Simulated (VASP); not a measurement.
Wanted: the native input for a VASP 6.6.1 run.

```
Task                   : single point
Functional             : PBEsol
Potentials or basis    : VASP PAW PBE potentials, release 64 (Sr_sv)
Cutoff                 : 520 eV
k mesh                 : 7 × 7 × 7
Occupations            : fermi-dirac, width 0.05 eV
Spin                   : no spin polarisation
Dipole correction      : no
Further INCAR settings : ALGO = Normal; EDIFF = 1e-06; NBANDS = 11
```

The structure of Sr lies in POSCAR:

```
Sr
1.0
    0.0000000000      2.9616519904      2.9616519904
    2.9616519904      0.0000000000      2.9616519904
    2.9616519904      2.9616519904      0.0000000000
Sr
1
Direct
    0.0000000000      0.0000000000      0.0000000000
```

The input as run:

INCAR

```
PREC     = Accurate       # precision mode
ENCUT    = 520            # plane-wave cutoff, eV
EDIFF    = 1E-6           # SCF threshold, eV
ISMEAR   = -1             # smearing method
SIGMA    = 0.05           # smearing width, eV
LREAL    = False          # projectors in reciprocal space
LASPH    = True           # aspherical terms in the spheres
NELM     = 80             # most SCF steps
ALGO     = Normal         # electronic algorithm
ISIF     = 2              # what is computed and relaxed
LWAVE    = False          # write WAVECAR
LCHARG   = True           # write CHGCAR
GGA      = PS             # functional
LELF     = True           # ELF
LVHAR    = True         
NBANDS   = 11             # bands
```

KPOINTS

```
Automatic mesh
0
Gamma
  7 7 7
```

Potentials or basis: VASP PAW PBE potentials, release 64 (Sr_sv).

Launch:

```console
$ cat potpaw_PBE.64/Sr_sv/POTCAR > POTCAR
$ mpirun -np 1 vasp_std > vasp.out
```

It gave:

```json
{
  "Pressure": "0.0 GPa",
  "Band gap on the k mesh": "0.07 eV, indirect (least direct gap 0.31 eV)"
}
```

Caveat: the PAW data sets were made with another functional, which shifts forces and pressure a little.

It took 5.4 s on 1 thread of Intel(R) Xeon(R) 6975P-C (Granite Rapids) (shared host), peak memory 0.16 GiB.
